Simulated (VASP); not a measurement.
# Se (P2_12_12) in VASP: notebook

The runs below take Se through single point, with PBE.

Program: VASP 6.6.1. These are calculated values, not measurements. Logs are shortened: lines on timing, memory, paths and dates and some standing lists are left out, and cuts for length are marked.

### 1 The cell of the first run

It takes space group P2_12_12 (No. 18, orthorhombic). Conventional cell: a = 4.965 Å, b = 7.882 Å, c = 2.694 Å, α = 90.00°, β = 90.00°, γ = 90.00°. Se (site symmetry 1) has 3 Se at 2.30 to 2.69 Å within 3.0 Å.

### 2 Single point, PBE (strained)

Contents of INCAR:

```
SYSTEM = Se
  ALGO = Normal
  EDIFF = 1E-6
  ENCUT = 520
  GGA = PE
  ISIF = 2
  ISMEAR = 0
  LASPH = .TRUE.
  LCHARG = .FALSE.
  LREAL = .FALSE.
  LWAVE = .FALSE.
  NBANDS = 20
  NELM = 100
  PREC = Accurate
  SIGMA = 0.1
```

Contents of KPOINTS:

```
k-points
0
G
  10 6 16
  0 0 0
```

Contents of POSCAR:

```
Se
1.0
    4.9651807945      0.0000000000      0.0000000000
    0.0000000000      7.8822796330      0.0000000000
    0.0000000000      0.0000000000      2.6943858182
Se
4
Direct
    0.6698391138      0.4012674137      0.2717529057
    0.8301608862      0.9012674137      0.7282470943
    0.3301608862      0.5987325863      0.2717529057
    0.1698391138      0.0987325863      0.7282470943
```

Potentials or basis: VASP PAW PBE potentials, release 64 (Se).

Command:

```bash
$ cat potpaw_PBE.64/Se/POTCAR > POTCAR
$ mpirun -np 1 vasp_std > vasp.out
```

OUTCAR:

```text
SYSTEM = Se
   EDIFF = 1E-6
   ENCUT = 520
   GGA = PE
   ISIF = 2
   ISMEAR = 0
   LASPH = .TRUE.
   LREAL = .FALSE.
   NELM = 100
   PREC = Accurate

 ion  position               nearest neighbor table
   1  0.670  0.401  0.272-   3 2.30
   2  0.830  0.901  0.728-   4 2.30
   3  0.330  0.599  0.272-   1 2.30
   4  0.170  0.099  0.728-   2 2.30

  LATTYP: Found a simple orthorhombic cell.
 ALAT       =     2.6943858182
 B/A-ratio  =     1.8427876071
 C/A-ratio  =     2.9254457843

  Lattice vectors:

 A1 = (   0.0000000000,   0.0000000000,   2.6943858182)
 A2 = (   4.9651807945,   0.0000000000,   0.0000000000)
 A3 = (   0.0000000000,   7.8822796330,   0.0000000000)

Analysis of symmetry for initial positions (statically):
=====================================================================
 Subroutine PRICEL returns:
 Original cell was already a primitive cell.

 Routine SETGRP: Setting up the symmetry group for a
 simple orthorhombic supercell.

 Subroutine GETGRP returns: Found  4 space group operations
 (whereof  2 operations were pure point group operations)
 out of a pool of  8 trial point group operations.

The static configuration has the point symmetry C_2 .
 The point group associated with its full space group is D_2 .

Analysis of symmetry for dynamics (positions and initial velocities):
=====================================================================
 Subroutine PRICEL returns:
 Original cell was already a primitive cell.

 Routine SETGRP: Setting up the symmetry group for a
 simple orthorhombic supercell.

 Subroutine GETGRP returns: Found  4 space group operations
 (whereof  2 operations were pure point group operations)
 out of a pool of  8 trial point group operations.

The dynamic configuration has the point symmetry C_2 .
 The point group associated with its full space group is D_2 .

 Subroutine INISYM returns: Found  4 space group operations
 (whereof  2 operations are pure point group operations),
 and found     1 'primitive' translations

----------------------------------------------------------------------------------------

                                     Primitive cell

  volume of cell :     105.4500

  direct lattice vectors                    reciprocal lattice vectors
     4.965180795  0.000000000  0.000000000     0.201402535  0.000000000  0.000000000
     0.000000000  7.882279633  0.000000000     0.000000000  0.126866852  0.000000000
     0.000000000  0.000000000  2.694385818     0.000000000  0.000000000  0.371142096

  length of vectors
     4.965180795  7.882279633  2.694385818     0.201402535  0.126866852  0.371142096

  position of ions in fractional coordinates (direct lattice)
     0.669839114  0.401267414  0.271752906
     0.830160886  0.901267414  0.728247094
     0.330160886  0.598732586  0.271752906
     0.169839114  0.098732586  0.728247094

  ion indices of the primitive-cell ions
   primitive index   ion index
                 1           1
                 2           2
                 3           3
                 4           4

----------------------------------------------------------------------------------------

 KPOINTS: k-points

Automatic generation of k-mesh.
 Grid dimensions read from file:
 generate k-points for:   10    6   16

 Generating k-lattice:

  Cartesian coordinates                     Fractional coordinates (reciprocal lattice)
     0.020140254  0.000000000  0.000000000     0.100000000  0.000000000  0.000000000
     0.000000000  0.021144475  0.000000000     0.000000000  0.166666667  0.000000000
     0.000000000  0.000000000  0.023196381     0.000000000  0.000000000  0.062500000

  Length of vectors
     0.020140254  0.021144475  0.023196381

  Shift w.r.t. Gamma in fractional coordinates (k-lattice)
     0.000000000  0.000000000  0.000000000

 Subroutine IBZKPT returns following result:
 ===========================================

 Found    216 irreducible k-points:

 Following reciprocal coordinates:
            Coordinates               Weight
  0.000000  0.000000  0.000000      1.000000
  0.100000  0.000000  0.000000      2.000000
  0.200000  0.000000  0.000000      2.000000
  0.300000  0.000000  0.000000      2.000000
  0.400000  0.000000  0.000000      2.000000
  0.500000  0.000000  0.000000      1.000000
[... 16 lines left out ...]
  0.400000  0.500000  0.000000      2.000000
  0.500000  0.500000  0.000000      1.000000
 [... further k-points ...]
   k-points           NKPTS =    216   k-points in BZ     NKDIM =    216   number of bands    NBANDS=     20
   number of dos      NEDOS =    301   number of ions     NIONS =      4
   total plane-waves  NPLWV =  48000
   dimension x,y,z NGX =    40 NGY =   60 NGZ =   20
   dimension x,y,z NGXF=    80 NGYF=  120 NGZF=   40
   ions per type =               4
   NGX,Y,Z   is equivalent  to a cutoff of  13.39, 12.65, 12.34 a.u.
   NGXF,Y,Z  is equivalent  to a cutoff of  26.79, 25.31, 24.68 a.u.
 SYSTEM =  Se
   PREC   = accura    normal or accurate (medium, high low for compatibility)
   ISTART =      0    job   : 0-new  1-cont  2-samecut
   ICHARG =      2    charge: 1-file 2-atom 10-const
   ISPIN  =      1    spin polarized calculation?
   LNONCOLLINEAR =      F non collinear calculations
   LSORBIT =      F    spin-orbit coupling
   LASPH  =      T    aspherical Exc in radial PAW
   ENCUT  =  520.0 eV  38.22 Ry    6.18 a.u.   9.23 14.66  5.01*2*pi/ulx,y,z
   NELM   =    100;   NELMIN=  2; NELMDL= -5     # of ELM steps
   EDIFF  = 0.1E-05   stopping-criterion for ELM
   LREAL  =      F    real-space projection
[... 7 lines left out ...]
   TEBEG  =    0.0;   TEEND  =   0.0 temperature during run
   PSTRESS=    0.0 pullay stress
   NELECT =      24.0000    total number of electrons
   NUPDOWN=      -1.0000    fix difference up-down
   EMIN   =  10.00;   EMAX   =-10.00  energy-range for DOS
   EFERMI =   0.00;   METHOD = LEGACY
   ISMEAR =     0;   SIGMA  =   0.10  broadening in eV -4-tet -1-fermi 0-gaus
   EFERMI_NEDOS =   21; number of points for ismear=-14 and -15
   IALGO  =     38    algorithm
   IMIX   =      4    mixing-type and parameters
     AMIX     =   0.40;   BMIX     =  1.00
     AMIX_MAG =   1.60;   BMIX_MAG =  1.00
  volume/ion in A,a.u.               =      26.36       177.90
  Fermi-wavevector in a.u.,A,eV,Ry     =   0.999531  1.888840 13.593072  0.999063
  Thomas-Fermi vector in A             =   2.131828
   LORBIT       =      0    0 simple, 1 ext, 2 COOP (PROOUT), +10 PAW based schemes
   GGA     = PE    functional components
   LHFCALC =     F    Hartree Fock is set to
   AEXX    =    0.0000 exact exchange contribution
   IVDW    =     0    specifies the selected vdW correction
   LEPSILON=     F    determine dielectric tensor
   LRPA    =     F    only Hartree local field effects (RPA)
 non-spin polarized calculation
 Gauss-broadening in eV      SIGMA  =   0.10
  energy-cutoff  :      520.00
  volume of cell :      105.45
 maximum number of plane-waves:      2880
 NGX is ok and might be reduce to    40
   NGX = 19   NGY = 29   NGZ = 11

 number of electron      23.9999999 magnetization

 Free energy of the ion-electron system (eV)
  ---------------------------------------------------
  ext. energy  EPLUGINS =         0.00000000
  ---------------------------------------------------
  free energy    TOTEN  =       -13.37347275 eV

  energy without entropy =      -13.36662412  energy(sigma->0) =      -13.37004843

 E-fermi :   3.1950     XC(G=0):  -9.0231

 val. band max:        3.1925325370   @ k =   0.3000   0.1667   0.3125
 cond. band min:       3.2115298721   @ k =   0.3000   0.0000   0.3125
 fundamental gap:      0.0189973351
 Fermi energy:         3.1949667004

 k-point     1 :       0.0000    0.0000    0.0000
  band No.  band energies     occupation
      1     -13.1419      2.00000
      2     -12.7403      2.00000
      3      -9.9202      2.00000
      4      -9.3686      2.00000
      5      -2.4338      2.00000
      6      -2.3211      2.00000
[... 12 lines left out ...]
     19       9.4067      0.00000
     20      12.2977      0.00000

 k-point     2 :       0.1000    0.0000    0.0000
  band No.  band energies     occupation
      1     -13.1233      2.00000
      2     -12.7388      2.00000
      3      -9.9234      2.00000
      4      -9.4091      2.00000
      5      -2.5412      2.00000
      6      -2.2857      2.00000
[... 12 lines left out ...]
     19       9.7317      0.00000
     20      12.2794      0.00000

 k-point     3 :       0.2000    0.0000    0.0000
  band No.  band energies     occupation
      1     -13.0708      2.00000
      2     -12.7378      2.00000
      3      -9.9305      2.00000
      4      -9.5158      2.00000
      5      -2.7446      2.00000
      6      -2.2520      2.00000
[... 12 lines left out ...]
     19      10.4870      0.00000
     20      12.0756      0.00000

 k-point     4 :       0.3000    0.0000    0.0000
  band No.  band energies     occupation
      1     -12.9940      2.00000
      2     -12.7464      2.00000
      3      -9.9337      2.00000
      4      -9.6526      2.00000
      5      -2.8966      2.00000
      6      -2.3805      2.00000
[... 12 lines left out ...]
     19      11.2649      0.00000
     20      11.5412      0.00000

 k-point     5 :       0.4000    0.0000    0.0000
  band No.  band energies     occupation
      1     -12.9082      2.00000
      2     -12.7754      2.00000
      3      -9.9192      2.00000
      4      -9.7799      2.00000
      5      -2.9319      2.00000
      6      -2.6273      2.00000
[... 12 lines left out ...]
     19      10.6717      0.00000
     20      10.8187      0.00000

 k-point     6 :       0.5000    0.0000    0.0000
  band No.  band energies     occupation
      1     -12.8308      2.00000
      2     -12.8308      2.00000
      3      -9.8711      2.00000
      4      -9.8711      2.00000
      5      -2.8354      2.00000
      6      -2.8354      2.00000
[... 12 lines left out ...]
     19      10.4636      0.00000
     20      10.4636      0.00000

 k-point     7 :       0.0000    0.1667    0.0000
  band No.  band energies     occupation
      1     -13.1188      2.00000
      2     -12.7722      2.00000
      3      -9.8770      2.00000
      4      -9.4003      2.00000
      5      -2.4778      2.00000
      6      -2.3967      2.00000
[... 12 lines left out ...]
     19       9.6415      0.00000
     20      12.2682      0.00000
[... 277 lines left out ...]
 k-point    20 :       0.1000    0.5000    0.0000
  band No.  band energies     occupation
      1     -12.9469      2.00000
      2     -12.9469      2.00000
      3      -9.6462      2.00000
      4      -9.6462      2.00000
      5      -2.5870      2.00000
      6      -2.5870      2.00000
[... 12 lines left out ...]
     19      10.9114      0.00000
     20      10.9114      0.00000

 k-point    21 :       0.2000    0.5000    0.0000
  band No.  band energies     occupation
      1     -12.9157      2.00000
      2     -12.9157      2.00000
      3      -9.7104      2.00000
      4      -9.7104      2.00000
      5      -2.5763      2.00000
      6      -2.5763      2.00000
[... 12 lines left out ...]
     19      10.7674      0.00000
     20      10.7674      0.00000

 k-point    22 :       0.3000    0.5000    0.0000
  band No.  band energies     occupation
      1     -12.8756      2.00000
      2     -12.8756      2.00000
      3      -9.7911      2.00000
      4      -9.7911      2.00000
      5      -2.5130      2.00000
      6      -2.5130      2.00000
[... 12 lines left out ...]
     19      10.8834      0.00000
     20      10.8834      0.00000

 k-point    23 :       0.4000    0.5000    0.0000
  band No.  band energies     occupation
      1     -12.8418      2.00000
      2     -12.8418      2.00000
      3      -9.8576      2.00000
      4      -9.8576      2.00000
      5      -2.3949      2.00000
      6      -2.3949      2.00000
[... 12 lines left out ...]
     19      10.7081      0.00000
     20      10.7081      0.00000

 k-point    24 :       0.5000    0.5000    0.0000
  band No.  band energies     occupation
      1     -12.8286      2.00000
      2     -12.8286      2.00000
      3      -9.8832      2.00000
      4      -9.8832      2.00000
      5      -2.3145      2.00000
      6      -2.3145      2.00000
[... 12 lines left out ...]
     19      10.1658      0.00000
     20      10.1658      0.00000

 [... further k-points ...]

------------------------ aborting loop because EDIFF is reached ----------------------------------------

  FORCE on cell =-STRESS in cart. coord.  units (eV):
  Direction    XX          YY          ZZ          XY          YZ          ZX
  --------------------------------------------------------------------------------------
  -------------------------------------------------------------------------------------
  Total        2.1762081      2.1185207      2.1287713      0.0000000      0.0000000      0.0000000
  in kB       33.0646796     32.1881932     32.3439386      0.0000000      0.0000000      0.0000000
  external PRESSURE =      32.5322705 kB  Pullay stress =       0.0000000 kB

 VOLUME and BASIS-vectors are now :
 -----------------------------------------------------------------------------
  energy-cutoff  :      520.00
  volume of cell :      105.45
      direct lattice vectors                 reciprocal lattice vectors
     4.965180795  0.000000000  0.000000000     0.201402535  0.000000000  0.000000000
     0.000000000  7.882279633  0.000000000     0.000000000  0.126866852  0.000000000
     0.000000000  0.000000000  2.694385818     0.000000000  0.000000000  0.371142096

 POSITION                                       TOTAL-FORCE (eV/Angst)
 -----------------------------------------------------------------------------------
      3.32587      3.16290      0.73221         0.595361     -0.563315      0.003708
      4.12190      7.10404      1.96218        -0.595361     -0.563315     -0.003708
      1.63931      4.71938      0.73221        -0.595361      0.563315      0.003708
      0.84328      0.77824      1.96218         0.595361      0.563315     -0.003708
 -----------------------------------------------------------------------------------
    total drift:                                0.000000     -0.000000     -0.000000

  FREE ENERGIE OF THE ION-ELECTRON SYSTEM (eV)
  ---------------------------------------------------
  free  energy   TOTEN  =       -13.3734727489 eV

  energy  without entropy=      -13.3666241178  energy(sigma->0) =      -13.37004843
```

Wall time 4.5 min (1 thread of Intel Xeon Platinum 8259CL at 2.50GHz (Skylake/Cascade Lake), shared host); peak memory 0.45 GiB.

Results:

```yaml
Free_energy: -13.3735 eV
Pressure: 3.3 GPa
Largest_force: 0.820 eV/Å
Band_gap_on_the_k_mesh: zero (bands 12 and 13 overlap by 3.02 eV)
```

Forces in eV/Å, atoms in the order of the input:
```
Se   0.595 -0.563  0.004
Se  -0.595 -0.563 -0.004
Se  -0.595  0.563  0.004
Se   0.595  0.563 -0.004
```

Stress tensor (GPa, compression positive):
```
3.31 0.00 0.00
0.00 3.22 0.00
0.00 0.00 3.23
```

Levels at points of the mesh, in eV from the Fermi level:
| k point | band 9 | band 10 | band 11 | band 12 | band 13 | band 14 | band 15 | band 16 |
| --- | --- | --- | --- | --- | --- | --- | --- | --- |
| (0.00, 0.00, 0.00) | -2.79 | -1.97 | 1.26 | 1.62 | 2.57 | 2.87 | 4.67 | 4.81 |
| (0.50, 0.00, 0.00) | -1.38 | -1.38 | 1.46 | 1.46 | 2.81 | 2.81 | 4.84 | 4.84 |
| (0.00, 0.50, 0.00) | -2.55 | -2.55 | 0.84 | 0.84 | 2.71 | 2.71 | 4.97 | 4.97 |
| (0.50, 0.50, 0.00) | -0.95 | -0.95 | 1.59 | 1.59 | 2.81 | 2.81 | 4.84 | 4.84 |
| (0.00, 0.00, 0.50) | -3.34 | -3.32 | -1.46 | -1.38 | -0.09 | -0.01 | 2.98 | 3.07 |
| (0.50, 0.00, 0.50) | -3.27 | -3.27 | -2.22 | -2.22 | 1.01 | 1.01 | 3.44 | 3.44 |
| (0.00, 0.50, 0.50) | -3.32 | -3.32 | -1.46 | -1.46 | -0.06 | -0.06 | 3.27 | 3.27 |
| (0.50, 0.50, 0.50) | -3.21 | -3.21 | -2.09 | -2.09 | 0.91 | 0.91 | 2.91 | 2.91 |

Caveat: the cell differs from its parent crystal (strained); the cell stands under pressure.

### 3 Single point, PBE

Contents of INCAR:

```
PREC = Accurate
ENCUT = 520
EDIFF = 1E-6
ISMEAR = 0
SIGMA = 0.1
LREAL = False
LASPH = True
NELM = 100
ALGO = Normal
ISIF = 2
LWAVE = False
LCHARG = True
GGA = PE
LELF = True
LVHAR = True
NBANDS = 20
```

Contents of KPOINTS:

```
Automatic mesh
0
Gamma
  10 6 16
```

Contents of POSCAR:

```
Se
1.0
    4.8681583976      0.0000000000      0.0000000000
    0.0000000000      7.9093295400      0.0000000000
    0.0000000000      0.0000000000      2.7402019956
Se
4
Direct
    0.6740806000      0.4010458100      0.2638364000
    0.8259194000      0.9010458100      0.7361636000
    0.3259194000      0.5989541900      0.2638364000
    0.1740806000      0.0989541900      0.7361636000
```

Potentials or basis: VASP PAW PBE potentials, release 64 (Se).

Command:

```bash
$ cat potpaw_PBE.64/Se/POTCAR > POTCAR
$ mpirun -np 1 vasp_std > vasp.out
```

It took 1.9 min on 1 thread of Intel Xeon 6975P-C (Granite Rapids), shared host; peak memory 0.44 GiB.

It converged, with:

| Quantity | Value |
| --- | --- |
| Free energy | -13.4019 eV |
| Pressure | 1.8 GPa |
| Largest force | 0.689 eV/Å |
| Band gap on the k mesh | zero (bands 12 and 13 overlap by 3.11 eV) |

Forces on the atoms (eV/Å):
```
Se   0.502 -0.472  0.003
Se  -0.502 -0.472 -0.003
Se  -0.502  0.472  0.003
Se   0.502  0.472 -0.003
```

Stress tensor (GPa, compression positive):
```
 3.01  0.00  0.00
 0.00  2.90  0.00
 0.00  0.00 -0.63
```

Levels at points of the mesh, in eV from the Fermi level:
```tsv
k point	band 8	band 9	band 10	band 11	band 12	band 13	band 14	band 15	band 16	band 17
(0.00, 0.00, 0.00)	-3.27	-2.66	-1.96	1.33	1.73	2.22	2.55	4.43	4.73	4.76
(0.50, 0.00, 0.00)	-3.70	-1.22	-1.22	1.67	1.67	2.49	2.49	4.45	4.45	6.59
(0.00, 0.50, 0.00)	-3.23	-2.46	-2.46	0.95	0.95	2.37	2.37	4.61	4.61	6.27
(0.50, 0.50, 0.00)	-4.65	-0.70	-0.70	1.71	1.71	2.49	2.49	4.44	4.44	6.86
(0.00, 0.00, 0.50)	-4.19	-3.34	-3.33	-1.37	-1.31	-0.19	-0.15	2.90	2.96	5.39
(0.50, 0.00, 0.50)	-4.49	-3.27	-3.27	-2.30	-2.30	1.06	1.06	3.35	3.35	5.17
(0.00, 0.50, 0.50)	-4.27	-3.30	-3.30	-1.39	-1.39	-0.17	-0.17	3.16	3.16	5.79
(0.50, 0.50, 0.50)	-4.54	-3.21	-3.21	-2.14	-2.14	0.92	0.92	2.82	2.82	5.60
```
